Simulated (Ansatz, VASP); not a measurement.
# One calculation of SrCl2, two programs

The input INCAR:

```
ALGO = Normal ; EDIFF = 1E-6
ENCUT = 520 ; GGA = PE
ISIF = 2 ; ISMEAR = 0
LASPH = True ; LCHARG = True
LELF = True ; LREAL = False
LVHAR = True ; LWAVE = False
NBANDS = 19 ; NELM = 80
PREC = Accurate ; SIGMA = 0.05
```

File KPOINTS:

```
k-points
0
Gamma
  6 6 6
```

The input POSCAR:

```
SrCl2
1.0
    0.0000000000      3.6526455101      3.3713918058
    3.6526455101      0.0000000000      3.3713918058
    3.6526455101      3.6526455101      0.0000000000
Sr Cl
1 2
Direct
    0.0000000000      0.0000000000      0.0000000000
    0.2500000000      0.2500000000      0.2500000000
    0.7500000000      0.7500000000      0.7500000000
```

Input for Ansatz:

```yaml
crystal:
  lattice:
    - [0.0, 3.6526455101, 3.3713918058]
    - [3.6526455101, 0.0, 3.3713918058]
    - [3.6526455101, 3.6526455101, 0.0]
  atoms:
    - { symbol: Sr, position: [0.0, 0.0, 0.0] }
    - { symbol: Cl, position: [0.25, 0.25, 0.25] }
    - { symbol: Cl, position: [0.75, 0.75, 0.75] }
basis:
  ecutwfc: 420
kpoints:
  mp_grid: { grid: [6, 6, 6] }
hamiltonian:
  xc: pbe
scf:
  occupations: { method: gaussian, width: 0.05 }
output:
  forces: true
  stress: true
  eigenvalues: true
```

Alike in both runs: task single point; functional PBE; k mesh 6 × 6 × 6; occupations gaussian, width 0.05 eV; no spin polarisation.

```csv
,VASP,Ansatz
version,VASP 6.6.1,Ansatz 0.2.0
potentials or method,"VASP PAW PBE potentials, release 64 (Sr_sv, Cl), cutoff 520 eV","scalar-relativistic, plane waves, PAW"
valence electrons in the cell,24,24
```

|  | VASP | Ansatz | Ansatz less VASP |
| --- | --- | --- | --- |
| gap on the k mesh at the Fermi level (eV) | 4.65 | 4.65 | +0.002 |
| least direct gap on the mesh (eV) | 4.89 | 4.89 | 0.000 |
| pressure (GPa) | -0.8 | -0.9 | -0.06 |
| traceless stress, the component that is largest in VASP (GPa) | 2.62 | 2.64 | +0.014 |
